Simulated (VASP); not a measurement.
# I (Cmce) in VASP: single point with PBE+D3(BJ)

Aim: the single point of I with PBE+D3(BJ).

Everything below comes from runs of VASP 6.6.1. Logs are shortened: lines on timing, memory, paths and dates and some standing lists are left out, and cuts for length are marked.

## Step 1: The cell of the first run

It takes space group Cmce (No. 64, orthorhombic). The conventional cell has a = 7.343 Å, b = 4.482 Å, c = 9.653 Å, α = 90.00°, β = 90.00°, γ = 90.00°. I (site symmetry m) has 4 I at 2.82 to 3.78 Å within 3.8 Å.

## Step 2: Single point, PBE+D3(BJ)

Contents of INCAR:

```
ALGO     = Normal         # electronic algorithm
EDIFF    = 1E-6           # SCF threshold, eV
ENCUT    = 520            # plane-wave cutoff, eV
GGA      = PE             # functional
ISIF     = 2              # what is computed and relaxed
ISMEAR   = 0              # smearing method
IVDW     = 12             # dispersion correction
LASPH    = True           # aspherical terms in the spheres
LCHARG   = False          # write CHGCAR
LREAL    = False          # projectors in reciprocal space
LWAVE    = False          # write WAVECAR
NBANDS   = 22             # bands
NELM     = 100            # most SCF steps
PREC     = Accurate       # precision mode
SIGMA    = 0.02           # smearing width, eV
```

Contents of KPOINTS:

```
k-points
0
Gamma
  8 8 4
```

Contents of POSCAR:

```
I
1.0
    3.6715093664     -2.2410687675      0.0000000000
    3.6715093664      2.2410687675      0.0000000000
    0.0000000000      0.0000000000      9.6534869534
I
4
Direct
    0.8289227812      0.1710772188      0.1224043963
    0.6710772188      0.3289227812      0.6224043963
    0.1710772188      0.8289227812      0.8775956037
    0.3289227812      0.6710772188      0.3775956037
```

Potentials or basis: VASP PAW PBE potentials, release 64 (I).

Command:

```
$ cat potpaw_PBE.64/I/POTCAR > POTCAR
$ mpirun -np 1 vasp_std > vasp.out
```

OUTCAR:

```text
EDIFF = 1E-6
   ENCUT = 520
   GGA = PE
   ISIF = 2
   ISMEAR = 0
   IVDW = 12
   LASPH = True
   LREAL = False
   NELM = 100
   PREC = Accurate
 IVDW          = 12

 ion  position               nearest neighbor table
   1  0.829  0.171  0.122-   3 2.82   4 3.33   4 3.33
   2  0.671  0.329  0.622-   4 2.82   3 3.33   3 3.33
   3  0.171  0.829  0.878-   1 2.82   2 3.33   2 3.33
   4  0.329  0.671  0.378-   2 2.82   1 3.33   1 3.33

  LATTYP: Found a base centered orthorhombic cell.
 ALAT       =     4.4821375350
 B/A-ratio  =     1.6382850092
 C/A-ratio  =     2.1537685709

  Lattice vectors:

 A1 = (  -3.6715093664,  -2.2410687675,   0.0000000000)
 A2 = (   3.6715093664,  -2.2410687675,   0.0000000000)
 A3 = (   0.0000000000,   0.0000000000,   9.6534869534)

Analysis of symmetry for initial positions (statically):
=====================================================================
 Subroutine PRICEL returns:
 Original cell was already a primitive cell.

 Routine SETGRP: Setting up the symmetry group for a
 base centered orthorhombic supercell.

 Subroutine GETGRP returns: Found  8 space group operations
 (whereof  4 operations were pure point group operations)
 out of a pool of  8 trial point group operations.

The static configuration has the point symmetry C_2h.
 The point group associated with its full space group is D_2h.

Analysis of symmetry for dynamics (positions and initial velocities):
=====================================================================
 Subroutine PRICEL returns:
 Original cell was already a primitive cell.

 Routine SETGRP: Setting up the symmetry group for a
 base centered orthorhombic supercell.

 Subroutine GETGRP returns: Found  8 space group operations
 (whereof  4 operations were pure point group operations)
 out of a pool of  8 trial point group operations.

The dynamic configuration has the point symmetry C_2h.
 The point group associated with its full space group is D_2h.

 Subroutine INISYM returns: Found  8 space group operations
 (whereof  4 operations are pure point group operations),
 and found     1 'primitive' translations

----------------------------------------------------------------------------------------

                                     Primitive cell

  volume of cell :     158.8598

  direct lattice vectors                    reciprocal lattice vectors
     3.671509366 -2.241068767  0.000000000     0.136183774 -0.223107835  0.000000000
     3.671509366  2.241068767  0.000000000     0.136183774  0.223107835  0.000000000
     0.000000000  0.000000000  9.653486953     0.000000000  0.000000000  0.103589512

  length of vectors
     4.301438160  4.301438160  9.653486953     0.261386928  0.261386928  0.103589512

  position of ions in fractional coordinates (direct lattice)
     0.828922781  0.171077219  0.122404396
     0.671077219  0.328922781  0.622404396
     0.171077219  0.828922781  0.877595604
     0.328922781  0.671077219  0.377595604

  ion indices of the primitive-cell ions
   primitive index   ion index
                 1           1
                 2           2
                 3           3
                 4           4

----------------------------------------------------------------------------------------

 KPOINTS: k-points

Automatic generation of k-mesh.
 Grid dimensions read from file:
 generate k-points for:    8    8    4

 Generating k-lattice:

  Cartesian coordinates                     Fractional coordinates (reciprocal lattice)
     0.017022972 -0.027888479  0.000000000     0.125000000  0.000000000  0.000000000
     0.017022972  0.027888479  0.000000000     0.000000000  0.125000000  0.000000000
     0.000000000  0.000000000  0.025897378     0.000000000  0.000000000  0.250000000

  Length of vectors
     0.032673366  0.032673366  0.025897378

  Shift w.r.t. Gamma in fractional coordinates (k-lattice)
     0.000000000  0.000000000  0.000000000

 Subroutine IBZKPT returns following result:
 ===========================================

 Found     63 irreducible k-points:

 Following reciprocal coordinates:
            Coordinates               Weight
  0.000000  0.000000  0.000000      1.000000
  0.125000 -0.000000  0.000000      4.000000
  0.250000 -0.000000  0.000000      4.000000
  0.375000 -0.000000  0.000000      4.000000
  0.500000 -0.000000  0.000000      2.000000
  0.125000  0.125000  0.000000      2.000000
[... 16 lines left out ...]
  0.125000 -0.000000  0.250000      8.000000
  0.250000 -0.000000  0.250000      8.000000
 [... further k-points ...]
   k-points           NKPTS =     63   k-points in BZ     NKDIM =     63   number of bands    NBANDS=     22
   number of dos      NEDOS =    301   number of ions     NIONS =      4
   total plane-waves  NPLWV =  73728
   dimension x,y,z NGX =    32 NGY =   32 NGZ =   72
   dimension x,y,z NGXF=    64 NGYF=   64 NGZF=  144
   ions per type =               4
   NGX,Y,Z   is equivalent  to a cutoff of  12.37, 12.37, 12.40 a.u.
   NGXF,Y,Z  is equivalent  to a cutoff of  24.74, 24.74, 24.80 a.u.
 SYSTEM =  unknown system
   PREC   = accura    normal or accurate (medium, high low for compatibility)
   ISTART =      0    job   : 0-new  1-cont  2-samecut
   ICHARG =      2    charge: 1-file 2-atom 10-const
   ISPIN  =      1    spin polarized calculation?
   LNONCOLLINEAR =      F non collinear calculations
   LSORBIT =      F    spin-orbit coupling
   LASPH  =      T    aspherical Exc in radial PAW
   ENCUT  =  520.0 eV  38.22 Ry    6.18 a.u.   8.00  8.00 17.95*2*pi/ulx,y,z
   NELM   =    100;   NELMIN=  2; NELMDL= -5     # of ELM steps
   EDIFF  = 0.1E-05   stopping-criterion for ELM
   LREAL  =      F    real-space projection
   EDIFFG = 0.1E-04   stopping-criterion for IOM
   NSW    =      0    number of steps for IOM
   IBRION =     -1    ionic relax: 0-MD 1-quasi-New 2-CG
   NFREE  =      0    steps in history (QN), initial steepest desc. (CG)
   ISIF   =      2    stress and relaxation
   ISYM   =      2    0-nonsym 1-usesym 2-fastsym
   POTIM  = 0.5000    time-step for ionic-motion
   TEBEG  =    0.0;   TEEND  =   0.0 temperature during run
   PSTRESS=    0.0 pullay stress
   NELECT =      28.0000    total number of electrons
   NUPDOWN=      -1.0000    fix difference up-down
   EMIN   =  10.00;   EMAX   =-10.00  energy-range for DOS
   EFERMI =   0.00;   METHOD = LEGACY
   ISMEAR =     0;   SIGMA  =   0.02  broadening in eV -4-tet -1-fermi 0-gaus
   EFERMI_NEDOS =   21; number of points for ismear=-14 and -15
   IALGO  =     38    algorithm
   IMIX   =      4    mixing-type and parameters
     AMIX     =   0.40;   BMIX     =  1.00
     AMIX_MAG =   1.60;   BMIX_MAG =  1.00
  volume/ion in A,a.u.               =      39.71       268.01
  Fermi-wavevector in a.u.,A,eV,Ry     =   0.917888  1.734556 11.463148  0.842518
  Thomas-Fermi vector in A             =   2.042907
   LORBIT       =      0    0 simple, 1 ext, 2 COOP (PROOUT), +10 PAW based schemes
   GGA     = PE    functional components
   LHFCALC =     F    Hartree Fock is set to
   AEXX    =    0.0000 exact exchange contribution
   IVDW    =    12    specifies the selected vdW correction
   LEPSILON=     F    determine dielectric tensor
   LRPA    =     F    only Hartree local field effects (RPA)
 non-spin polarized calculation
 Gauss-broadening in eV      SIGMA  =   0.02
  energy-cutoff  :      520.00
  volume of cell :      158.86
 maximum number of plane-waves:      4318
   NGX = 15   NGY = 15   NGZ = 35

 number of electron      28.0000002 magnetization

 Free energy of the ion-electron system (eV)
  ---------------------------------------------------
  ext. energy  EPLUGINS =         0.00000000
  ---------------------------------------------------
  free energy    TOTEN  =        -5.95133564 eV

  energy without entropy =       -5.95133564  energy(sigma->0) =       -5.95133564

 E-fermi :   3.4129     XC(G=0):  -8.3585

 val. band max:        3.3055687399   @ k =   0.5000  -0.0000   0.5000
 cond. band min:       4.1500599265   @ k =   0.5000   0.3750   0.0000
 fundamental gap:      0.8444911866
 Fermi energy:         3.4128515705

 k-point     1 :       0.0000    0.0000    0.0000
  band No.  band energies     occupation
      1     -10.3756      2.00000
      2      -9.5649      2.00000
      3      -8.8337      2.00000
      4      -7.4078      2.00000
      5      -1.3593      2.00000
      6       0.2501      2.00000
[... 14 lines left out ...]
     21      10.2940      0.00000
     22      11.1032      0.00000

 k-point     2 :       0.1250   -0.0000    0.0000
  band No.  band energies     occupation
      1     -10.3031      2.00000
      2      -9.5365      2.00000
      3      -8.7801      2.00000
      4      -7.4715      2.00000
      5      -1.3313      2.00000
      6       0.0591      2.00000
[... 14 lines left out ...]
     21      10.4343      0.00000
     22      10.5516      0.00000

 k-point     3 :       0.2500   -0.0000    0.0000
  band No.  band energies     occupation
      1     -10.1025      2.00000
      2      -9.4781      2.00000
      3      -8.6334      2.00000
      4      -7.6540      2.00000
      5      -1.3438      2.00000
      6      -0.5859      2.00000
[... 14 lines left out ...]
     21      10.6366      0.00000
     22      11.1177      0.00000

 k-point     4 :       0.3750   -0.0000    0.0000
  band No.  band energies     occupation
      1      -9.8293      2.00000
      2      -9.4654      2.00000
      3      -8.4273      2.00000
      4      -7.9156      2.00000
      5      -1.4952      2.00000
      6      -1.2160      2.00000
[... 14 lines left out ...]
     21      11.0814      0.00000
     22      11.9918      0.00000

 k-point     5 :       0.5000   -0.0000    0.0000
  band No.  band energies     occupation
      1      -9.5833      2.00000
      2      -9.5833      2.00000
      3      -8.1865      2.00000
      4      -8.1865      2.00000
      5      -1.5270      2.00000
      6      -1.5270      2.00000
[... 14 lines left out ...]
     21      11.7794      0.00000
     22      11.7794      0.00000

 k-point     6 :       0.1250    0.1250    0.0000
  band No.  band energies     occupation
      1     -10.3280      2.00000
      2      -9.5290      2.00000
      3      -8.7926      2.00000
      4      -7.3971      2.00000
      5      -1.3154      2.00000
      6       0.1950      2.00000
[... 14 lines left out ...]
     21      10.6167      0.00000
     22      10.8046      0.00000

 k-point     7 :       0.2500    0.1250    0.0000
  band No.  band energies     occupation
      1     -10.2167      2.00000
      2      -9.4750      2.00000
      3      -8.7066      2.00000
      4      -7.4586      2.00000
      5      -1.2643      2.00000
      6      -0.0396      2.00000
[... 324 lines left out ...]
      6      -0.7760      2.00000
[... 14 lines left out ...]
     21      11.2389      0.00000
     22      11.4413      0.00000

 k-point    21 :       0.5000    0.5000    0.0000
  band No.  band energies     occupation
      1     -10.0258      2.00000
      2      -9.3071      2.00000
      3      -8.5356      2.00000
      4      -7.3342      2.00000
      5      -1.0356      2.00000
      6      -0.5731      2.00000
[... 14 lines left out ...]
     21      11.5941      0.00000
     22      12.2373      0.00000

 k-point    22 :       0.0000    0.0000    0.2500
  band No.  band energies     occupation
      1     -10.3048      2.00000
      2      -9.7908      2.00000
      3      -8.5295      2.00000
      4      -7.5831      2.00000
      5      -1.1476      2.00000
      6      -0.0364      2.00000
[... 14 lines left out ...]
     21      10.3190      0.00000
     22      10.7441      0.00000

 k-point    23 :       0.1250   -0.0000    0.2500
  band No.  band energies     occupation
      1     -10.2347      2.00000
      2      -9.7439      2.00000
      3      -8.5023      2.00000
      4      -7.6299      2.00000
      5      -1.1748      2.00000
      6      -0.2709      2.00000
[... 14 lines left out ...]
     21      10.3907      0.00000
     22      10.4701      0.00000

 k-point    24 :       0.2500   -0.0000    0.2500
  band No.  band energies     occupation
      1     -10.0424      2.00000
      2      -9.6304      2.00000
      3      -8.4328      2.00000
      4      -7.7701      2.00000
      5      -1.2769      2.00000
      6      -0.7049      2.00000
[... 14 lines left out ...]
     21      10.4171      0.00000
     22      10.8153      0.00000

 [... further k-points ...]

------------------------ aborting loop because EDIFF is reached ----------------------------------------

 Edisp (eV)   -1.30833

 E8    (eV) :    -0.5854

  FORCE on cell =-STRESS in cart. coord.  units (eV):
  Direction    XX          YY          ZZ          XY          YZ          ZX
  --------------------------------------------------------------------------------------
  -------------------------------------------------------------------------------------
  Total       0.01822    -0.03615    -0.07503     0.00000    -0.00000     0.00000
  in kB       0.18373    -0.36455    -0.75674     0.00000    -0.00000     0.00000
  external pressure =       -0.31 kB  Pullay stress =        0.00 kB

 VOLUME and BASIS-vectors are now :
 -----------------------------------------------------------------------------
  energy-cutoff  :      520.00
  volume of cell :      158.86
      direct lattice vectors                 reciprocal lattice vectors
     3.671509366 -2.241068767  0.000000000     0.136183774 -0.223107835  0.000000000
     3.671509366  2.241068767  0.000000000     0.136183774  0.223107835  0.000000000
     0.000000000  0.000000000  9.653486953     0.000000000  0.000000000  0.103589512

 POSITION                                       TOTAL-FORCE (eV/Angst)
 -----------------------------------------------------------------------------------
      3.67151     -1.47428      1.18163         0.000000     -0.009646     -0.010174
      3.67151     -0.76679      6.00837         0.000000      0.009646     -0.010174
      3.67151      1.47428      8.47186         0.000000      0.009646      0.010174
      3.67151      0.76679      3.64511         0.000000     -0.009646      0.010174
 -----------------------------------------------------------------------------------
    total drift:                                0.000000      0.000000      0.000000

  FREE ENERGIE OF THE ION-ELECTRON SYSTEM (eV)
  ---------------------------------------------------
  free  energy   TOTEN  =        -7.2596676872 eV

  energy  without entropy=       -7.2596676872  energy(sigma->0) =       -7.25966769
```

Wall time 2.7 min (1 thread of Intel Xeon 8259CL, shared host); peak memory 0.32 GiB.

Results:

```yaml
Free_energy: -7.2597 eV
Pressure: 0.0 GPa
Largest_force: 0.014 eV/Å
Band_gap_on_the_k_mesh: 0.84 eV (least direct gap 1.15 eV)
Dispersion_energy_per_atom: -0.327 eV
```

Forces on the atoms (eV/Å):
```
I    0.000 -0.010 -0.010
I    0.000  0.010 -0.010
I    0.000  0.010  0.010
I    0.000 -0.010  0.010
```

Caveat: spin-orbit coupling is left out, which moves the levels of the heavy elements.
